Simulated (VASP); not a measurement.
Wanted: the native input for a VASP 6.6.1 run.

* Task: relaxation of cell and atoms
* Functional: PBE
* Potentials or basis: VASP PAW PBE potentials, release 64 (Ba_sv, Ti_sv, O)
* Cutoff: 600 eV
* k mesh: 6 × 6 × 6
* Occupations: gaussian, width 0.02 eV
* Spin: no spin polarisation
* Target pressure: 3 GPa
* Dipole correction: no
* Further INCAR settings: ALGO = Normal; EDIFF = 1e-06; IBRION = 2; EDIFFG = -0.008; NSW = 70; ISIF = 3

The structure of BaTiO3 lies in POSCAR:

```
BaTiO3
1.0
    2.8364806839      1.6376428864      2.3343118169
   -2.8364806839      1.6376428864      2.3343118169
    0.0000000000     -3.2752857728      2.3343118169
Ba Ti O
1 1 3
Direct
    0.0034746585      0.0034746585      0.0034746585
    0.5177065123      0.5177065123      0.5177065123
    0.4868572253      0.9762053787      0.4868572253
    0.4868572253      0.4868572253      0.9762053787
    0.9762053787      0.4868572253      0.4868572253
```

The input as run:

INCAR

```
PREC = Accurate
ENCUT = 600
EDIFF = 1E-6
ISMEAR = 0
SIGMA = 0.02
LREAL = F
LASPH = T
NELM = 80
ALGO = Normal
ISIF = 3
LWAVE = F
LCHARG = F
GGA = PE
IBRION = 2
NSW = 70
EDIFFG = -0.008
PSTRESS = 30.0
```

KPOINTS

```
Automatic mesh
0
Gamma
  6 6 6
```

Potentials or basis: VASP PAW PBE potentials, release 64 (Ba_sv, Ti_sv, O).

Launch:

```console
$ cat potpaw_PBE.64/Ba_sv/POTCAR potpaw_PBE.64/Ti_sv/POTCAR potpaw_PBE.64/O/POTCAR > POTCAR
$ mpirun -np 1 vasp_std > vasp.out
```

Results of the run:

| Property | Result |
| --- | --- |
| Relaxed volume | 13.13 Å³/atom |
| Relaxed cell | a = 4.034 Å, b = 4.034 Å, c = 4.034 Å, α = 89.82°, β = 89.82°, γ = 89.82° |
| Space group after relaxing (to 0.05 Å) | R3m (No. 160) |
| Energy change on relaxing (the enthalpy is what falls) | -5.8 meV/atom |
| Ionic steps | 10 |
| Pressure after relaxing | 3.0 GPa |
| Largest force after relaxing | 0.004 eV/Å |
| Band gap on the k mesh | 2.39 eV, indirect (least direct gap 2.84 eV) |

Caveat: the cell is relaxed towards a set pressure, so the enthalpy falls and the energy may rise; spin-orbit coupling is left out, which moves the levels of the heavy elements.

Run time: 120 s on 1 thread of Intel(R) Xeon(R) 6975P-C (Granite Rapids), with other jobs on the host, peak memory 0.22 GiB.
